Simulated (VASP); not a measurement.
Here is a VASP 6.6.1 calculation.

File INCAR:

```
PREC = Accurate
ENCUT = 520
EDIFF = 1E-7
ISMEAR = 0
SIGMA = 0.02
LREAL = False
LASPH = True
NELM = 60
ALGO = Normal
ISIF = 2
LWAVE = False
LCHARG = False
GGA = PS
NBANDS = 33
```

Contents of KPOINTS:

```
regular mesh
0
Gamma
  6 6 10
```

Contents of POSCAR:

```
TiO2
1.0
    4.5910174957      0.0000000000      0.0000000000
    0.0000000000      4.5910174957      0.0000000000
    0.0000000000      0.0000000000      2.9390929145
Ti O
2 4
Direct
    0.0000000000      0.0000000000      0.0000000000
    0.5000000000      0.5000000000      0.5000000000
    0.3044390774      0.3044390774      0.0000000000
    0.1955609226      0.8044390774      0.5000000000
    0.6955609226      0.6955609226      0.0000000000
    0.8044390774      0.1955609226      0.5000000000
```

Potentials or basis: VASP PAW PBE potentials, release 64 (Ti_sv, O).

The run is started by

```bash
$ cat potpaw_PBE.64/Ti_sv/POTCAR potpaw_PBE.64/O/POTCAR > POTCAR
$ mpirun -np 1 vasp_std > vasp.out
```

Task: Predict the band gap on the k mesh.

Result: 1.84 eV.

Task: Estimate the pressure.

Result: 0.7 GPa.

Task: Predict the largest force.

Result: 0.025 eV/Å.

Forces on the atoms (eV/Å):
```
Ti   0.000  0.000  0.000
Ti   0.000  0.000  0.000
O   -0.018 -0.018  0.000
O    0.018 -0.018  0.000
O    0.018  0.018  0.000
O   -0.018  0.018  0.000
```

Caveat: the PAW data sets were made with another functional, which shifts forces and pressure a little. A k mesh can miss the band edges.
